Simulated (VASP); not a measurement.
W: single point with PBEsol

W:

```
W
1.0
     3.12278    0.00000    0.00000
     0.00000    3.16221    0.00000
     0.00000    0.00000    3.16221
W
2
Direct
  0.00000 0.00000 0.00000
  0.50000 0.50000 0.50000
```

This cell differs from its parent crystal: uniaxial strain along a: -1.0 %.

```
Program             : VASP 6.6.1
Task                : single point
Functional          : PBEsol
Potentials or basis : VASP PAW PBE potentials, release 64 (W_sv)
Cutoff              : 520 eV
k mesh              : 16 × 16 × 16
Occupations         : gaussian, width 0.1 eV
Spin                : no spin polarisation
```

| Property | Result |
| --- | --- |
| Pressure | 2.3 GPa |
| Band gap on the k mesh | zero (bands 14 and 15 overlap by 1.40 eV) |

Stress tensor (GPa, compression positive):
```
4.80 0.00 0.00
0.00 1.06 0.00
0.00 0.00 1.06
```

Levels at points of the mesh, in eV from the Fermi level:
```
           k point  band 12  band 13  band 14  band 15  band 16  band 17
(0.00, 0.00, 0.00)    -1.41    -1.23    -1.23     2.12     2.35     5.24
(0.50, 0.00, 0.00)    -2.91    -0.64    -0.64    -0.64    -0.64     1.29
(0.00, 0.50, 0.00)    -2.96    -0.61    -0.61    -0.48    -0.48     1.38
(0.50, 0.50, 0.00)    -3.74     0.75     0.75     2.21     2.21     3.20
(0.00, 0.50, 0.50)    -3.56     0.65     0.65     1.99     1.99     3.07
(0.50, 0.50, 0.50)    -3.06    -2.97    -2.97     3.25     3.25     3.37
```

Wall time 89 s on 1 thread of Intel(R) Xeon(R) 6975P-C (Granite Rapids), with other jobs on the host, peak memory 0.31 GiB.

Caveat: the cell differs from its parent crystal (uniaxial strain along a: -1.0 %); the PAW data sets were made with another functional, which shifts forces and pressure a little; spin-orbit coupling is left out, which moves the levels of the heavy elements.
